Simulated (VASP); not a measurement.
# Cd2HgSe3 in VASP: further runs

Cd2HgSe3 is run at these levels: PBE; tasks: single point.

Program: VASP 6.6.1. These are calculated values, not measurements. Logs are shortened: lines on timing, memory, paths and dates and some standing lists are left out, and cuts for length are marked.

### Step 1. The cell of the first run

The structure is monoclinic, space group C2 (No. 5). Conventional cell: a = 7.613 Å, b = 4.288 Å, c = 10.049 Å, α = 90.00°, β = 95.76°, γ = 90.00°. Within 3.5 Å of Cd (site symmetry 1) lie 4 Se at 2.68 to 2.80 Å. Within 3.3 Å of Hg (site symmetry 2) lie 2 Se at 2.52 Å. Within 3.3 Å of Se (site symmetry 1) lie 1 Hg at 2.52 Å and 2 Cd at 2.69 to 2.74 Å. Se (site symmetry 2) has 4 Cd at 2.68 to 2.80 Å within 3.5 Å.

### Step 2. Single point, PBE

The input, INCAR:

```
SYSTEM = Cd2HgSe3
ALGO = Normal
EDIFF = 1E-7
ENCUT = 520
GGA = PE
ISIF = 2
ISMEAR = 0
LASPH = .TRUE.
LCHARG = .FALSE.
LREAL = .FALSE.
LWAVE = .FALSE.
NBANDS = 36
NELM = 60
PREC = Accurate
SIGMA = 0.1
```

The input, KPOINTS:

```
k-points
0
G
  6 6 2
  0 0 0
```

The input, POSCAR:

```
Cd2HgSe3
1.0
    3.8065731000     -2.1440049000      0.0000000000
    3.8065731000      2.1440049000      0.0000000000
   -1.0078031000      0.0000000000      9.9982993000
Cd Hg Se
2 1 3
Direct
    0.4089590000      0.0030780000      0.3358810000
    0.9969220000      0.5910410000      0.6641190000
    0.6863940000      0.3136060000      0.0000000000
    0.4541120000      0.0319650000      0.8213450000
    0.4855780000      0.5144220000      0.5000000000
    0.9680350000      0.5458880000      0.1786550000
```

Potentials or basis: VASP PAW PBE potentials, release 64 (Cd, Hg, Se).

Command:

```bash
> cat potpaw_PBE.64/Cd/POTCAR potpaw_PBE.64/Hg/POTCAR potpaw_PBE.64/Se/POTCAR > POTCAR
> mpirun -np 1 vasp_std > vasp.out
```

OUTCAR:

```text
SYSTEM = Cd2HgSe3
   EDIFF = 1E-7
   ENCUT = 520
   GGA = PE
   ISIF = 2
   ISMEAR = 0
   LASPH = .TRUE.
   LREAL = .FALSE.
   NELM = 60
   PREC = Accurate

 ion  position               nearest neighbor table
   1  0.409  0.003  0.336-   5 2.68   6 2.69   6 2.74   5 2.80
   2  0.997  0.591  0.664-   5 2.68   4 2.69   4 2.74   5 2.80
   3  0.686  0.314  0.000-   4 2.52   6 2.52
   4  0.454  0.032  0.821-   3 2.52   2 2.69   2 2.74
   5  0.486  0.514  0.500-   1 2.68   2 2.68   2 2.80   1 2.80
   6  0.968  0.546  0.179-   3 2.52   1 2.69   1 2.74

  LATTYP: Found a base centered monoclinic cell.
 ALAT       =     7.6131462000
 B/A-ratio  =     0.5632375482
 C/A-ratio  =     1.3199487658
 COS(beta)  =    -0.1002892644

  Lattice vectors:

 A1 = (   3.8065731000,  -2.1440049000,   0.0000000000)
 A2 = (   3.8065731000,   2.1440049000,   0.0000000000)
 A3 = (  -1.0078031000,   0.0000000000,   9.9982993000)

Analysis of symmetry for initial positions (statically):
=====================================================================
 Subroutine PRICEL returns:
 Original cell was already a primitive cell.

 Routine SETGRP: Setting up the symmetry group for a
 base centered monoclinic supercell.

 Subroutine GETGRP returns: Found  2 space group operations
 (whereof  2 operations were pure point group operations)
 out of a pool of  4 trial point group operations.

The static configuration has the point symmetry C_2 .

Analysis of symmetry for dynamics (positions and initial velocities):
=====================================================================
 Subroutine PRICEL returns:
 Original cell was already a primitive cell.

 Routine SETGRP: Setting up the symmetry group for a
 base centered monoclinic supercell.

 Subroutine GETGRP returns: Found  2 space group operations
 (whereof  2 operations were pure point group operations)
 out of a pool of  4 trial point group operations.

The dynamic configuration has the point symmetry C_2 .

 Subroutine INISYM returns: Found  2 space group operations
 (whereof  2 operations are pure point group operations),
 and found     1 'primitive' translations

----------------------------------------------------------------------------------------

                                     Primitive cell

  volume of cell :     163.1985

  direct lattice vectors                    reciprocal lattice vectors
     3.806573100 -2.144004900  0.000000000     0.131351740 -0.233208422  0.013239921
     3.806573100  2.144004900  0.000000000     0.131351740  0.233208422  0.013239921
    -1.007803100  0.000000000  9.998299300     0.000000000  0.000000000  0.100017010

  length of vectors
     4.368839180  4.368839180 10.048962931     0.267982729  0.267982729  0.100017010

  position of ions in fractional coordinates (direct lattice)
     0.408959000  0.003078000  0.335881000
     0.996922000  0.591041000  0.664119000
     0.686394000  0.313606000  0.000000000
     0.454112000  0.031965000  0.821345000
     0.485578000  0.514422000  0.500000000
     0.968035000  0.545888000  0.178655000

  ion indices of the primitive-cell ions
   primitive index   ion index
                 1           1
                 2           2
                 3           3
                 4           4
                 5           5
                 6           6

----------------------------------------------------------------------------------------

 KPOINTS: k-points

Automatic generation of k-mesh.
 Grid dimensions read from file:
 generate k-points for:    6    6    2

 Generating k-lattice:

  Cartesian coordinates                     Fractional coordinates (reciprocal lattice)
     0.021891957 -0.038868070  0.002206653     0.166666667  0.000000000  0.000000000
     0.021891957  0.038868070  0.002206653     0.000000000  0.166666667  0.000000000
     0.000000000  0.000000000  0.050008505     0.000000000  0.000000000  0.500000000

  Length of vectors
     0.044663788  0.044663788  0.050008505

  Shift w.r.t. Gamma in fractional coordinates (k-lattice)
     0.000000000  0.000000000  0.000000000

 Subroutine IBZKPT returns following result:
 ===========================================

 Found     26 irreducible k-points:

 Following reciprocal coordinates:
            Coordinates               Weight
  0.000000  0.000000  0.000000      1.000000
  0.166667 -0.000000  0.000000      4.000000
  0.333333 -0.000000  0.000000      4.000000
  0.500000  0.000000  0.000000      2.000000
  0.166667  0.166667  0.000000      2.000000
  0.333333  0.166667  0.000000      4.000000
[... 16 lines left out ...]
  0.333333  0.333333  0.500000      2.000000
  0.500000  0.333333  0.500000      4.000000
 [... further k-points ...]
   k-points           NKPTS =     26   k-points in BZ     NKDIM =     26   number of bands    NBANDS=     36
   number of dos      NEDOS =    301   number of ions     NIONS =      6
   total plane-waves  NPLWV =  81920
   dimension x,y,z NGX =    32 NGY =   32 NGZ =   80
   dimension x,y,z NGXF=    64 NGYF=   64 NGZF=  160
   ions per type =               2   1   3
   NGX,Y,Z   is equivalent  to a cutoff of  12.18, 12.18, 13.23 a.u.
   NGXF,Y,Z  is equivalent  to a cutoff of  24.35, 24.35, 26.47 a.u.
 SYSTEM =  Cd2HgSe3
   PREC   = accura    normal or accurate (medium, high low for compatibility)
   ISTART =      0    job   : 0-new  1-cont  2-samecut
   ICHARG =      2    charge: 1-file 2-atom 10-const
   ISPIN  =      1    spin polarized calculation?
   LNONCOLLINEAR =      F non collinear calculations
   LSORBIT =      F    spin-orbit coupling
   LASPH  =      T    aspherical Exc in radial PAW
   ENCUT  =  520.0 eV  38.22 Ry    6.18 a.u.   8.12  8.12 18.68*2*pi/ulx,y,z
   NELM   =     60;   NELMIN=  2; NELMDL= -5     # of ELM steps
   EDIFF  = 0.1E-06   stopping-criterion for ELM
   LREAL  =      F    real-space projection
   EDIFFG = 0.1E-05   stopping-criterion for IOM
   NSW    =      0    number of steps for IOM
   IBRION =     -1    ionic relax: 0-MD 1-quasi-New 2-CG
   NFREE  =      0    steps in history (QN), initial steepest desc. (CG)
   ISIF   =      2    stress and relaxation
   ISYM   =      2    0-nonsym 1-usesym 2-fastsym
   POTIM  = 0.5000    time-step for ionic-motion
   TEBEG  =    0.0;   TEEND  =   0.0 temperature during run
   PSTRESS=    0.0 pullay stress
   NELECT =      54.0000    total number of electrons
   NUPDOWN=      -1.0000    fix difference up-down
   EMIN   =  10.00;   EMAX   =-10.00  energy-range for DOS
   EFERMI =   0.00;   METHOD = LEGACY
   ISMEAR =     0;   SIGMA  =   0.10  broadening in eV -4-tet -1-fermi 0-gaus
   EFERMI_NEDOS =   21; number of points for ismear=-14 and -15
   IALGO  =     38    algorithm
   IMIX   =      4    mixing-type and parameters
     AMIX     =   0.40;   BMIX     =  1.00
     AMIX_MAG =   1.60;   BMIX_MAG =  1.00
  volume/ion in A,a.u.               =      27.20       183.55
  Fermi-wavevector in a.u.,A,eV,Ry     =   1.132315  2.139766 17.444547  1.282138
  Thomas-Fermi vector in A             =   2.269016
   LORBIT       =      0    0 simple, 1 ext, 2 COOP (PROOUT), +10 PAW based schemes
   GGA     = PE    functional components
   LHFCALC =     F    Hartree Fock is set to
   AEXX    =    0.0000 exact exchange contribution
   IVDW    =     0    specifies the selected vdW correction
   LEPSILON=     F    determine dielectric tensor
   LRPA    =     F    only Hartree local field effects (RPA)
 non-spin polarized calculation
 Gauss-broadening in eV      SIGMA  =   0.10
  energy-cutoff  :      520.00
  volume of cell :      163.20
 maximum number of plane-waves:      4410
   NGX = 17   NGY = 17   NGZ = 37

 number of electron      53.9999999 magnetization

 Free energy of the ion-electron system (eV)
  ---------------------------------------------------
  ext. energy  EPLUGINS =         0.00000000
  ---------------------------------------------------
  free energy    TOTEN  =       -14.61706934 eV

  energy without entropy =      -14.61706931  energy(sigma->0) =      -14.61706933

 E-fermi :   1.6539     XC(G=0):  -9.2887

 val. band max:        1.3249249943   @ k =   0.0000   0.0000   0.5000
 cond. band min:       1.9828943425   @ k =   0.0000   0.0000   0.0000
 fundamental gap:      0.6579693482
 Fermi energy:         1.6539125410

 k-point     1 :       0.0000    0.0000    0.0000
  band No.  band energies     occupation
      1     -11.4301      2.00000
      2     -10.8474      2.00000
      3     -10.7220      2.00000
      4      -6.6644      2.00000
      5      -6.4866      2.00000
      6      -6.4852      2.00000
[... 28 lines left out ...]
     35       7.7339      0.00000
     36       8.7963      0.00000

 k-point     2 :       0.1667   -0.0000    0.0000
  band No.  band energies     occupation
      1     -11.3325      2.00000
      2     -10.8255      2.00000
      3     -10.6740      2.00000
      4      -6.6328      2.00000
      5      -6.4933      2.00000
      6      -6.4783      2.00000
[... 28 lines left out ...]
     35       7.9593      0.00000
     36       8.3041      0.00000

 k-point     3 :       0.3333   -0.0000    0.0000
  band No.  band energies     occupation
      1     -11.1212      2.00000
      2     -10.7798      2.00000
      3     -10.5816      2.00000
      4      -6.5725      2.00000
      5      -6.5095      2.00000
      6      -6.4343      2.00000
[... 28 lines left out ...]
     35       8.0992      0.00000
     36       8.4758      0.00000
[... 742 lines left out ...]
 k-point    23 :       0.3333    0.3333    0.5000
  band No.  band energies     occupation
      1     -11.0773      2.00000
      2     -10.8303      2.00000
      3     -10.6006      2.00000
      4      -6.5841      2.00000
      5      -6.5311      2.00000
      6      -6.4825      2.00000
[... 28 lines left out ...]
     35       7.9220      0.00000
     36       8.2443      0.00000

 k-point    24 :       0.5000    0.3333    0.5000
  band No.  band energies     occupation
      1     -10.9748      2.00000
      2     -10.7559      2.00000
      3     -10.5961      2.00000
      4      -6.5788      2.00000
      5      -6.4999      2.00000
      6      -6.4554      2.00000
[... 28 lines left out ...]
     35       7.7961      0.00000
     36       8.2938      0.00000

 [... further k-points ...]

------------------------ aborting loop because EDIFF is reached ----------------------------------------

  FORCE on cell =-STRESS in cart. coord.  units (eV):
  Direction    XX          YY          ZZ          XY          YZ          ZX
  --------------------------------------------------------------------------------------
  -------------------------------------------------------------------------------------
  Total        0.3074744      0.2368055      0.3954747      0.0000000      0.0000000      0.0708903
  in kB        3.0185852      2.3248037      3.8825155      0.0000000      0.0000000      0.6959555
  external PRESSURE =       3.0753015 kB  Pullay stress =       0.0000000 kB

 VOLUME and BASIS-vectors are now :
 -----------------------------------------------------------------------------
  energy-cutoff  :      520.00
  volume of cell :      163.20
      direct lattice vectors                 reciprocal lattice vectors
     3.806573100 -2.144004900  0.000000000     0.131351740 -0.233208422  0.013239921
     3.806573100  2.144004900  0.000000000     0.131351740  0.233208422  0.013239921
    -1.007803100  0.000000000  9.998299300     0.000000000  0.000000000  0.100017010

 POSITION                                       TOTAL-FORCE (eV/Angst)
 -----------------------------------------------------------------------------------
      1.22995     -0.87021      3.35824         0.000739     -0.000432     -0.001275
      5.37540     -0.87021      6.64006        -0.000739     -0.000432      0.001275
      3.80657     -0.79926      0.00000        -0.000000      0.001601      0.000000
      1.02253     -0.90509      8.21205        -0.047334      0.005843     -0.023427
      3.30267      0.06184      4.99915        -0.000000     -0.012424      0.000000
      5.58281     -0.90509      1.78625         0.047334      0.005843      0.023427
 -----------------------------------------------------------------------------------
    total drift:                                0.000000      0.000018      0.000000

  FREE ENERGIE OF THE ION-ELECTRON SYSTEM (eV)
  ---------------------------------------------------
  free  energy   TOTEN  =       -14.6170693444 eV

  energy  without entropy=      -14.6170693131  energy(sigma->0) =      -14.61706933
```

It took 1.9 min on 1 thread of Intel Xeon 6975P-C, shared host; peak memory 0.37 GiB.

What came out:

| Property | Result |
| --- | --- |
| Free energy | -14.6171 eV |
| Pressure | 0.3 GPa |
| Largest force | 0.053 eV/Å |
| Band gap on the k mesh | 0.66 eV, indirect (least direct gap 0.77 eV) |

Forces on the atoms (eV/Å):
```
Cd   0.001  0.000 -0.001
Cd  -0.001  0.000  0.001
Hg   0.000  0.002  0.000
Se  -0.047  0.006 -0.023
Se   0.000 -0.012  0.000
Se   0.047  0.006  0.023
```

Caveat: spin-orbit coupling is left out, which moves the levels of the heavy elements. PBE gaps usually lie below the measured ones, often by a third to a half.

### Step 3. Single point, PBE

This run uses another cell than the first one: it holds 12 atoms, not 6.

The input, INCAR:

```
  PREC = Accurate
  ENCUT = 520
  EDIFF = 1E-6
  ISMEAR = 0
  SIGMA = 0.1
  LREAL = F
  LASPH = T
  NELM = 80
  ALGO = Normal
  ISIF = 2
  LWAVE = F
  LCHARG = F
  GGA = PE
  NBANDS = 66
```

The input, KPOINTS:

```
Automatic mesh
0
Gamma
  4 2 2
```

The input, POSCAR:

```
Cd2HgSe3
1.0
   -3.8065731000      2.1440049000      0.0000000000
   -3.8065731000     -6.4320147000      0.0000000000
   -1.0078031000      0.0000000000      9.9982993000
Cd Hg Se
4 2 6
Direct
    0.5895020000      0.9984610000      0.3358810000
    0.0895020000      0.4984610000      0.3358810000
    0.7075575000      0.7044795000      0.6641190000
    0.2075575000      0.2044795000      0.6641190000
    0.1568030000      0.8431970000      0.0000000000
    0.6568030000      0.3431970000      0.0000000000
    0.5299055000      0.9840175000      0.8213450000
    0.0299055000      0.4840175000      0.8213450000
    0.2572110000      0.7427890000      0.5000000000
    0.7572110000      0.2427890000      0.5000000000
    0.7590210000      0.7270560000      0.1786550000
    0.2590210000      0.2270560000      0.1786550000
```

Potentials or basis: VASP PAW PBE potentials, release 64 (Cd, Hg, Se).

Command:

```bash
> cat potpaw_PBE.64/Cd/POTCAR potpaw_PBE.64/Hg/POTCAR potpaw_PBE.64/Se/POTCAR > POTCAR
> mpirun -np 1 vasp_std > vasp.out
```

It took 4.6 min on 1 thread of Intel Xeon 6975P-C, shared host; peak memory 0.49 GiB.

Results (log left out):

| Quantity | Value |
| --- | --- |
| Free energy | -29.2050 eV |
| Pressure | 0.3 GPa |
| Largest force | 0.054 eV/Å |
| Band gap on the k mesh | 0.66 eV |

Forces in eV/Å, atoms in the order of the input:
```
Cd   0.003  0.002  0.010
Cd   0.003  0.002  0.010
Cd   0.002  0.003 -0.007
Cd   0.002  0.003 -0.007
Hg   0.003  0.001  0.000
Hg   0.003  0.001  0.000
Se  -0.050  0.004 -0.019
Se  -0.050  0.004 -0.019
Se  -0.006 -0.014  0.002
Se  -0.006 -0.014  0.002
Se   0.048  0.005  0.015
Se   0.048  0.005  0.015
```

Stress tensor (GPa, compression positive):
```
 0.39 -0.05  0.07
-0.05  0.29  0.00
 0.07  0.00  0.36
```

Levels at points of the mesh, in eV from the valence-band top:
```
           k point  band 52  band 53  band 54  band 55  band 56  band 57
(0.00, 0.00, 0.00)    -0.36    -0.18    -0.10     0.66     1.81     2.57
(0.50, 0.00, 0.00)    -1.30    -0.54    -0.54     2.27     2.27     2.65
(0.00, 0.50, 0.00)    -0.61    -0.28    -0.28     2.03     2.03     2.96
(0.50, 0.50, 0.00)    -0.74    -0.72    -0.46     1.51     1.81     2.50
(0.00, 0.00, 0.50)    -0.32    -0.25     0.00     1.68     1.75     2.12
(0.50, 0.00, 0.50)    -1.16    -0.41    -0.41     2.39     2.39     3.01
(0.00, 0.50, 0.50)    -0.66    -0.45    -0.45     2.08     2.08     2.92
(0.50, 0.50, 0.50)    -0.76    -0.70    -0.61     1.68     1.75     2.34
```

Caveat: the k points lie up to 0.42 Å⁻¹ apart; spin-orbit coupling is left out, which moves the levels of the heavy elements. A k mesh can miss the band edges.

[end of part 1 of 2]
